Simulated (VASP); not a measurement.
Cu:

```
Cu
1.0
     1.18852   -3.46030    0.00000
     1.18852    3.46030    0.00000
    -0.10093    0.00000    2.86168
Cu
2
Direct
  0.86900 0.13100 0.25000
  0.13100 0.86900 0.75000
```

```yaml
Program: VASP 6.6.1
Task: relaxation of cell and atoms
Functional: PBE
Potentials_or_basis: VASP PAW PBE potentials, release 64 (Cu)
Cutoff: 600 eV
k_mesh: 8 × 8 × 6
Occupations: gaussian, width 0.1 eV
Spin: no spin polarisation
```

At the start: pressure 14.5 GPa; volume 11.77 Å³/atom.

Question: How do energy, volume and symmetry change on relaxing?

Answer: Over 16 steps the energy falls by 139.5 meV/atom and the volume is 12.58 Å³/atom (+6.9 %); space group C2/c (No. 15, to 0.1 Å) before and after.

Step by step:
```tsv
step	energy change (eV)	largest force (eV/Å)	pressure (GPa)	volume (Å³)
1	0.0000	0.6598	14.48	23.54
2	-0.1203	0.1126	-5.90	27.34
3	-0.1376	0.2003	-1.70	26.21
4	-0.1657	0.0239	-1.11	25.98
5	-0.2047	0.3498	0.90	25.48
6	-0.1321	1.3806	9.82	24.31
7	-0.2084	0.5384	2.11	25.27
8	-0.2247	0.5053	1.45	25.35
9	-0.2547	0.4421	-0.39	25.54
10	-0.2549	0.4233	-0.43	25.56
11	-0.2552	0.4324	-0.45	25.55
12	-0.2670	0.2879	-0.37	25.48
13	-0.2780	0.0304	-0.30	25.34
14	-0.2784	0.0259	-0.61	25.31
15	-0.2784	0.0354	-0.51	25.30
16	-0.2790	0.0170	0.12	25.17
```

Final structure:
```
Cu
1.0
     1.23406   -4.05600    0.00630
     1.23406    4.05600    0.00630
    -0.08923    0.00000    2.51347
Cu
2
Cartesian
  1.2117 -2.9705 0.6347
  1.1671 2.9705 1.8914
```

Caveat: the k points lie up to 0.42 Å⁻¹ apart in the final cell, too coarse for converged energies and pressures of a metal; a cell axis changed by over 15 % at a fixed basis, so the end point is rough.
